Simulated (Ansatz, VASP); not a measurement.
**One calculation of CuO, two programs**

```
Cu O
1.0
     0.19086   -2.18667   -2.05668
    -2.03310    0.10700   -1.97281
     2.39898    2.30098   -4.41851
Cu O
2 2
Cartesian
  0.1726 0.1761 -4.1301
  -1.7600 -1.9689 -4.0564
  0.4124 0.0278 -6.3845
  0.1678 0.0173 -2.1306
```

Alike in both runs: task single point; functional LDA; k mesh 10 × 10 × 5; occupations fermi-dirac, width 0.05 eV; no spin polarisation.

|  | VASP | Ansatz |
| --- | --- | --- |
| version | VASP 6.6.1 | Ansatz 0.2.0 |
| potentials or method | VASP PAW LDA potentials, release 64 (Cu, O) | Ansatz PAW |
| plane-wave cutoff (eV) | 520 | 420 |
| valence electrons in the cell | 34 | 50 |

```csv
,VASP,Ansatz,Ansatz less VASP
gap on the k mesh at the Fermi level (eV),none,none,-
pressure (GPa),-20.6,-20.9,-0.37
"traceless stress, the component that is largest in VASP (GPa)",8.06,8.05,-0.006
rms of the force components (eV/Å),0.566,0.556,-0.0102
```

LDA's correlation is that of Perdew and Zunger in VASP and of Perdew and Wang (1992) in Ansatz. Atom by atom the forces differ by 0.015 eV/Å (rms over components). A gap of «none» marks a metal or a gap that the smearing closes. VASP's potentials hold 34 valence electrons a cell and Ansatz's 50, so a difference there can come from the potentials and not from the codes.
